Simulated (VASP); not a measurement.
A run of VASP 6.6.1 is set up as follows.

The input INCAR:

```
PREC     = Accurate       # precision mode
ENCUT    = 520            # plane-wave cutoff, eV
EDIFF    = 1E-7           # SCF threshold, eV
ISMEAR   = -1             # smearing method
SIGMA    = 0.03           # smearing width, eV
LREAL    = F              # projectors in reciprocal space
LASPH    = T              # aspherical terms in the spheres
NELM     = 60             # most SCF steps
ALGO     = Normal         # electronic algorithm
ISIF     = 2              # what is computed and relaxed
LWAVE    = F              # write WAVECAR
LCHARG   = F              # write CHGCAR
GGA      = PS             # functional
NBANDS   = 21             # bands
```

The input KPOINTS:

```
regular mesh
0
Gamma
  6 6 6
```

The input POSCAR:

```
Mg3PbO
1.0
    4.3819550674      0.0000000000      0.0000000000
    0.0000000000      4.3819550674      0.0000000000
    0.0000000000      0.0000000000      4.3819550674
Pb O Mg
1 1 3
Direct
    0.0000000000      0.0000000000      0.0000000000
    0.5000000000      0.5000000000      0.5000000000
    0.5000000000      0.5000000000      0.0000000000
    0.5000000000      0.0000000000      0.5000000000
    0.0000000000      0.5000000000      0.5000000000
```

Potentials or basis: VASP PAW PBE potentials, release 64 (Pb_d, O, Mg).

Run with:

```sh
$ cat potpaw_PBE.64/Pb_d/POTCAR potpaw_PBE.64/O/POTCAR potpaw_PBE.64/Mg/POTCAR > POTCAR
$ mpirun -np 1 vasp_std > vasp.out
```

Question: Estimate the band gap on the k mesh.

Answer: Zero (bands 13 and 14 overlap by 0.35 eV).

Question: Estimate the pressure.

Answer: -0.3 GPa.

Caveat: semilocal functionals underestimate gaps, and a narrow one can read as zero; the PAW data sets were made with another functional, which shifts forces and pressure a little; spin-orbit coupling is left out, which moves the levels of the heavy elements.
